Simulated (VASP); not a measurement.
Be: electric field gradients with PBE

The system is Be.

```
CELL_PARAMETERS angstrom
3.73428 0.00000 0.00000
0.00000 3.73428 0.00000
0.00000 0.00000 2.27365
ATOMIC_POSITIONS crystal
Be 0.29741 0.29741 0.00000
Be 0.70259 0.70259 0.00000
Be 0.20259 0.79741 0.50000
Be 0.79741 0.20259 0.50000
```

This cell differs from its parent crystal: volume scaled by 0.99.

| Property | Result |
| --- | --- |
| Program | VASP 6.6.1 |
| Task | electric field gradients |
| Functional | PBE |
| Potentials or basis | VASP PAW PBE potentials, release 64 (Be) |
| Cutoff | 520 eV |
| k mesh | 9 × 9 × 14 |
| Occupations | fermi-dirac, width 0.05 eV |
| Spin | no spin polarisation |
| Dipole correction | no |
| Further INCAR settings | ALGO = Normal; EDIFF = 1e-08; NBANDS = 12 |

* Pressure: 1.4 GPa
* Band gap on the k mesh: zero (band 4 reaches 7.90 eV, above the bottom of band 5 at 5.87 eV)

Stress tensor (GPa, compression positive):
```
1.77 0.00 0.00
0.00 1.77 0.00
0.00 0.00 0.54
```

Levels at points of the mesh, in eV from the Fermi level:
```tsv
k point	band 1	band 2	band 3	band 4	band 5	band 6	band 7	band 8	band 9
(0.00, 0.00, 0.00)	-11.21	-4.99	-4.42	-1.00	-1.00	4.89	4.89	7.44	9.30
(0.00, 0.00, 0.50)	-5.83	-5.83	1.03	1.03	1.84	1.84	2.64	2.64	7.56
```

Electric field gradients, principal values (V/Å²):
```csv
atom,least,middle,greatest (by size)
1 Be,-0.524,-1.245,1.769
2 Be,-0.524,-1.245,1.769
3 Be,-0.524,-1.245,1.769
4 Be,-0.524,-1.245,1.769
```

Wall time 53 s on 1 thread of Intel Xeon 8259CL, with other jobs on the host, peak memory 0.16 GiB.

Caveat: without QUAD_EFG the Cq values of the log hold for a quadrupole moment of 1 mb, not for the nuclei.
